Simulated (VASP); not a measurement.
# Y (Fm-3m) in VASP: further runs, part 2 of 3

VASP 6.6.1.

## Step 3: Electric field gradients, PBE (volume scaled by 0.97)

INCAR reads:

```
SYSTEM = Y
PREC     = Accurate       ! precision mode
ENCUT    = 520            ! plane-wave cutoff, eV
EDIFF    = 1E-8           ! SCF threshold, eV
ISMEAR   = -1             ! smearing method
SIGMA    = 0.03           ! smearing width, eV
LREAL    = .False.        ! projectors in reciprocal space
LASPH    = .True.         ! aspherical terms in the spheres
NELM     = 80             ! most SCF steps
ALGO     = Normal         ! electronic algorithm
ISIF     = 2              ! what is computed and relaxed
LWAVE    = .False.        ! write WAVECAR
LCHARG   = .False.        ! write CHGCAR
GGA      = PE             ! functional
LEFG     = .True.       
NBANDS   = 12             ! bands
```

KPOINTS reads:

```
Automatic mesh
0
Gamma
  14 14 14
  0 0 0
```

POSCAR reads:

```
Y
1.0
    0.0000000000      2.4598972736      2.4598972736
    2.4598972736      0.0000000000      2.4598972736
    2.4598972736      2.4598972736      0.0000000000
Y
1
Direct
    0.0000000000      0.0000000000      0.0000000000
```

Potentials or basis: VASP PAW PBE potentials, release 64 (Y_sv).

On the command line:

```sh
$ cat potpaw_PBE.64/Y_sv/POTCAR > POTCAR
$ mpirun -np 1 vasp_std > vasp.out
```

OUTCAR:

```text
SYSTEM = Y
   PREC = Accurate
   ENCUT = 520
   EDIFF = 1E-8
   ISMEAR = -1
   LREAL = .False.
   LASPH = .True.
   NELM = 80
   ISIF = 2
   GGA = PE

 ion  position               nearest neighbor table
   1  0.000  0.000  0.000-

  LATTYP: Found a face centered cubic cell.
 ALAT       =     4.9197945472

  Lattice vectors:

 A1 = (   0.0000000000,   2.4598972736,   2.4598972736)
 A2 = (   2.4598972736,   0.0000000000,   2.4598972736)
 A3 = (   2.4598972736,   2.4598972736,   0.0000000000)

Analysis of symmetry for initial positions (statically):
=====================================================================
 Subroutine PRICEL returns:
 Original cell was already a primitive cell.

 Routine SETGRP: Setting up the symmetry group for a
 face centered cubic supercell.

 Subroutine GETGRP returns: Found 48 space group operations
[... 9 lines left out ...]

 Routine SETGRP: Setting up the symmetry group for a
 face centered cubic supercell.

 Subroutine GETGRP returns: Found 48 space group operations
[... 11 lines left out ...]
                                     Primitive cell

  volume of cell :      29.7701

  direct lattice vectors                    reciprocal lattice vectors
     0.000000000  2.459897274  2.459897274    -0.203260520  0.203260520  0.203260520
     2.459897274  0.000000000  2.459897274     0.203260520 -0.203260520  0.203260520
     2.459897274  2.459897274  0.000000000     0.203260520  0.203260520 -0.203260520

  length of vectors
     3.478820086  3.478820086  3.478820086     0.352057549  0.352057549  0.352057549

  position of ions in fractional coordinates (direct lattice)
     0.000000000  0.000000000  0.000000000

  ion indices of the primitive-cell ions
[... 130 lines left out ...]
  band No.  band energies     occupation
      1     -38.9253      2.00000
      2     -18.5469      2.00000
      3     -18.5469      2.00000
      4     -18.5469      2.00000
      5      -1.3386      2.00000
      6       5.4259      0.00000
      7       5.4259      0.00000
      8       5.4259      0.00000
      9       7.6612      0.00000
     10       7.6612      0.00000
     11      12.7678      0.00000
     12      16.3196      0.00000
[... 331 lines left out ...]
 k-point    24 :       0.2857    0.1429    0.0000
  band No.  band energies     occupation
      1     -38.8686      2.00000
      2     -18.9334      2.00000
      3     -18.6484      2.00000
      4     -18.6411      2.00000
      5       0.4395      2.00000
      6       3.9668      0.00000
      7       5.4184      0.00000
      8       6.1336      0.00000
      9       7.0036      0.00000
     10       8.3223      0.00000
     11      14.1709      0.00000
     12      16.1600      0.00000

 [... further k-points ...]
[... 5 lines left out ...]
  --------------------------------------------------------------------------------------
  -------------------------------------------------------------------------------------
  Total        0.6880856      0.6880856      0.6880856     -0.0000000      0.0000000     -0.0000000
  in kB       37.0315730     37.0315730     37.0315730     -0.0000000      0.0000000     -0.0000000
  external PRESSURE =      37.0315730 kB  Pullay stress =       0.0000000 kB

 VOLUME and BASIS-vectors are now :
 -----------------------------------------------------------------------------
  energy-cutoff  :      520.00
  volume of cell :       29.77
      direct lattice vectors                 reciprocal lattice vectors
     0.000000000  2.459897274  2.459897274    -0.203260520  0.203260520  0.203260520
     2.459897274  0.000000000  2.459897274     0.203260520 -0.203260520  0.203260520
     2.459897274  2.459897274  0.000000000     0.203260520  0.203260520 -0.203260520

 POSITION                                       TOTAL-FORCE (eV/Angst)
 -----------------------------------------------------------------------------------
      0.00000      0.00000      0.00000        -0.000000     -0.000000     -0.000000
 -----------------------------------------------------------------------------------
    total drift:                               -0.000000     -0.000000     -0.000000

  FREE ENERGIE OF THE ION-ELECTRON SYSTEM (eV)
  ---------------------------------------------------
  free  energy   TOTEN  =        -6.3808179068 eV

  energy  without entropy=       -6.3756587006  energy(sigma->0) =       -6.37823830

 Electric field gradients (V/A^2)
---------------------------------------------------------------------
 ion       V_xx      V_yy      V_zz      V_xy      V_xz      V_yz
---------------------------------------------------------------------
   1       0.000    -0.000    -0.000     0.000     0.000     0.000
---------------------------------------------------------------------

 Electric field gradients after diagonalization (V/A^2)
 (convention: |V_zz| > |V_xx| > |V_yy|)
----------------------------------------------------------------------
 ion       V_xx      V_yy      V_zz     asymmetry (V_yy - V_xx)/ V_zz
----------------------------------------------------------------------
   1      -0.000    -0.000     0.000       0.000
----------------------------------------------------------------------

           NMR quadrupolar parameters

 Cq : quadrupolar parameter    Cq=e*Q*V_zz/h
 eta: asymmetry parameters     (V_yy - V_xx)/ V_zz
 Q  : nuclear electric quadrupole moment in mb (millibarn)
----------------------------------------------------------------------
 ion       Cq(MHz)       eta       Q (mb)
----------------------------------------------------------------------
   1       0.000       0.000       1.000
----------------------------------------------------------------------
```

OSZICAR:

```text
N       E                     dE             d eps       ncg     rms          rms(c)
DAV:   1     0.250033850614E+02    0.25003E+02   -0.56499E+03  2504   0.842E+02
DAV:   2    -0.518432386784E+01   -0.30188E+02   -0.29281E+02  2956   0.167E+02
DAV:   3    -0.650212155640E+01   -0.13178E+01   -0.13011E+01  3548   0.223E+01
DAV:   4    -0.653135394445E+01   -0.29232E-01   -0.29212E-01  2816   0.313E+00
DAV:   5    -0.653179665514E+01   -0.44271E-03   -0.44270E-03  3216   0.318E-01    0.232E+01
DAV:   6    -0.639857900058E+01    0.13322E+00   -0.17984E-01  2668   0.286E+00    0.142E+01
DAV:   7    -0.638454316110E+01    0.14036E-01   -0.26506E-01  2996   0.349E+00    0.124E+00
DAV:   8    -0.638096147924E+01    0.35817E-02   -0.33900E-02  2844   0.144E+00    0.221E-01
DAV:   9    -0.638082726241E+01    0.13422E-03   -0.72470E-04  3056   0.220E-01    0.673E-02
DAV:  10    -0.638081693078E+01    0.10332E-04   -0.87519E-05  2828   0.842E-02    0.236E-02
DAV:  11    -0.638081935958E+01   -0.24288E-05   -0.11018E-05  2892   0.256E-02    0.206E-02
DAV:  12    -0.638081799410E+01    0.13655E-05   -0.19345E-06  2740   0.116E-02    0.365E-03
DAV:  13    -0.638081790529E+01    0.88816E-07   -0.11173E-07  3136   0.259E-03    0.435E-04
DAV:  14    -0.638081790679E+01   -0.15023E-08   -0.37757E-09  1636   0.468E-04
   1 F= -.63808179E+01 E0= -.63782383E+01  d E =-.515921E-02
```

Wall time 38 s (1 thread of Intel Xeon Platinum 8375C at 2.90GHz (Ice Lake), shared host); peak memory 0.2 GiB.

Results:

```
Free energy : -6.3808 eV
Pressure    : 3.7 GPa
```

Levels at points of the mesh, in eV from the Fermi level:
| k point | band 2 | band 3 | band 4 | band 5 | band 6 | band 7 | band 8 | band 9 |
| --- | --- | --- | --- | --- | --- | --- | --- | --- |
| (0.00, 0.00, 0.00) | -22.11 | -22.11 | -22.11 | -4.90 | 1.87 | 1.87 | 1.87 | 4.10 |
| (0.50, 0.00, 0.00) | -22.87 | -22.20 | -22.20 | -2.10 | 0.88 | 1.67 | 1.67 | 5.73 |
| (0.50, 0.50, 0.00) | -22.81 | -22.37 | -22.37 | -1.97 | -1.06 | 2.48 | 5.75 | 6.20 |

Caveat: without QUAD_EFG the Cq values of the log hold for a quadrupole moment of 1 mb, not for the nuclei.

## Step 4: Electric field gradients, PBE (volume scaled by 1.03)

INCAR reads:

```
SYSTEM = Y
PREC = Accurate
ENCUT = 520
EDIFF = 1E-8
ISMEAR = -1
SIGMA = 0.03
LREAL = .FALSE.
LASPH = .TRUE.
NELM = 60
ALGO = Normal
ISIF = 2
LWAVE = .FALSE.
LCHARG = .FALSE.
GGA = PE
LEFG = .TRUE.
NBANDS = 12
```

KPOINTS reads:

```
Automatic mesh
0
G
  14 14 14
  0 0 0
```

POSCAR reads:

```
Y
1.0
    0.0000000000      2.5096055606      2.5096055606
    2.5096055606      0.0000000000      2.5096055606
    2.5096055606      2.5096055606      0.0000000000
Y
1
Direct
    0.0000000000      0.0000000000      0.0000000000
```

Potentials or basis: VASP PAW PBE potentials, release 64 (Y_sv).

On the command line:

```sh
$ cat potpaw_PBE.64/Y_sv/POTCAR > POTCAR
$ mpirun -np 1 vasp_std > vasp.out
```

OUTCAR:

```text
SYSTEM = Y
   PREC = Accurate
   ENCUT = 520
   EDIFF = 1E-8
   ISMEAR = -1
   LREAL = .FALSE.
   LASPH = .TRUE.
   NELM = 60
   ISIF = 2
   GGA = PE

 ion  position               nearest neighbor table
   1  0.000  0.000  0.000-

  LATTYP: Found a face centered cubic cell.
 ALAT       =     5.0192111212

  Lattice vectors:

 A1 = (   0.0000000000,   2.5096055606,   2.5096055606)
 A2 = (   2.5096055606,   0.0000000000,   2.5096055606)
 A3 = (   2.5096055606,   2.5096055606,   0.0000000000)

Analysis of symmetry for initial positions (statically):
=====================================================================
 Subroutine PRICEL returns:
 Original cell was already a primitive cell.

 Routine SETGRP: Setting up the symmetry group for a
 face centered cubic supercell.

 Subroutine GETGRP returns: Found 48 space group operations
[... 9 lines left out ...]

 Routine SETGRP: Setting up the symmetry group for a
 face centered cubic supercell.

 Subroutine GETGRP returns: Found 48 space group operations
[... 11 lines left out ...]
                                     Primitive cell

  volume of cell :      31.6116

  direct lattice vectors                    reciprocal lattice vectors
     0.000000000  2.509605561  2.509605561    -0.199234496  0.199234496  0.199234496
     2.509605561  0.000000000  2.509605561     0.199234496 -0.199234496  0.199234496
     2.509605561  2.509605561  0.000000000     0.199234496  0.199234496 -0.199234496

  length of vectors
     3.549118220  3.549118220  3.549118220     0.345084270  0.345084270  0.345084270

  position of ions in fractional coordinates (direct lattice)
     0.000000000  0.000000000  0.000000000

  ion indices of the primitive-cell ions
[... 129 lines left out ...]
  band No.  band energies     occupation
      1     -39.3689      2.00000
      2     -19.0446      2.00000
      3     -19.0446      2.00000
      4     -19.0446      2.00000
      5      -1.5597      2.00000
      6       5.0597      0.00000
      7       5.0597      0.00000
      8       5.0597      0.00000
      9       7.1382      0.00000
     10       7.1382      0.00000
     11      12.2924      0.00000
     12      15.6534      0.00000
[... 331 lines left out ...]
 k-point    24 :       0.2857    0.1429    0.0000
  band No.  band energies     occupation
      1     -39.3251      2.00000
      2     -19.3609      2.00000
      3     -19.1285      2.00000
      4     -19.1224      2.00000
      5       0.1254      2.00000
      6       3.6841      0.00000
      7       5.0611      0.00000
      8       5.7162      0.00000
      9       6.5261      0.00000
     10       7.7543      0.00000
     11      13.4912      0.00000
     12      15.3395      0.00000

 [... further k-points ...]
[... 5 lines left out ...]
  --------------------------------------------------------------------------------------
  -------------------------------------------------------------------------------------
  Total        0.1857109      0.1857109      0.1857109      0.0000000     -0.0000000      0.0000000
  in kB        9.4124255      9.4124255      9.4124255      0.0000000     -0.0000000      0.0000000
  external PRESSURE =       9.4124255 kB  Pullay stress =       0.0000000 kB

 VOLUME and BASIS-vectors are now :
 -----------------------------------------------------------------------------
  energy-cutoff  :      520.00
  volume of cell :       31.61
      direct lattice vectors                 reciprocal lattice vectors
     0.000000000  2.509605561  2.509605561    -0.199234496  0.199234496  0.199234496
     2.509605561  0.000000000  2.509605561     0.199234496 -0.199234496  0.199234496
     2.509605561  2.509605561  0.000000000     0.199234496  0.199234496 -0.199234496

 POSITION                                       TOTAL-FORCE (eV/Angst)
 -----------------------------------------------------------------------------------
      0.00000      0.00000      0.00000        -0.000000      0.000000     -0.000000
 -----------------------------------------------------------------------------------
    total drift:                               -0.000000     -0.000000     -0.000000

  FREE ENERGIE OF THE ION-ELECTRON SYSTEM (eV)
  ---------------------------------------------------
  free  energy   TOTEN  =        -6.4069782491 eV

  energy  without entropy=       -6.4014992388  energy(sigma->0) =       -6.40423874

 Electric field gradients (V/A^2)
---------------------------------------------------------------------
 ion       V_xx      V_yy      V_zz      V_xy      V_xz      V_yz
---------------------------------------------------------------------
   1      -0.000     0.000     0.000     0.000     0.000     0.000
---------------------------------------------------------------------

 Electric field gradients after diagonalization (V/A^2)
 (convention: |V_zz| > |V_xx| > |V_yy|)
----------------------------------------------------------------------
 ion       V_xx      V_yy      V_zz     asymmetry (V_yy - V_xx)/ V_zz
----------------------------------------------------------------------
   1      -0.000    -0.000     0.000       0.000
----------------------------------------------------------------------

           NMR quadrupolar parameters

 Cq : quadrupolar parameter    Cq=e*Q*V_zz/h
 eta: asymmetry parameters     (V_yy - V_xx)/ V_zz
 Q  : nuclear electric quadrupole moment in mb (millibarn)
----------------------------------------------------------------------
 ion       Cq(MHz)       eta       Q (mb)
----------------------------------------------------------------------
   1       0.000       0.000       1.000
----------------------------------------------------------------------
```

It took 39 s on 1 thread of Intel Xeon Platinum 8375C at 2.90GHz (Ice Lake), shared host; peak memory 0.2 GiB.

What came out:

```
Free energy : -6.4070 eV
Pressure    : 0.9 GPa
```

Caveat: without QUAD_EFG the Cq values of the log hold for a quadrupole moment of 1 mb, not for the nuclei.

[end of part 2 of 3]
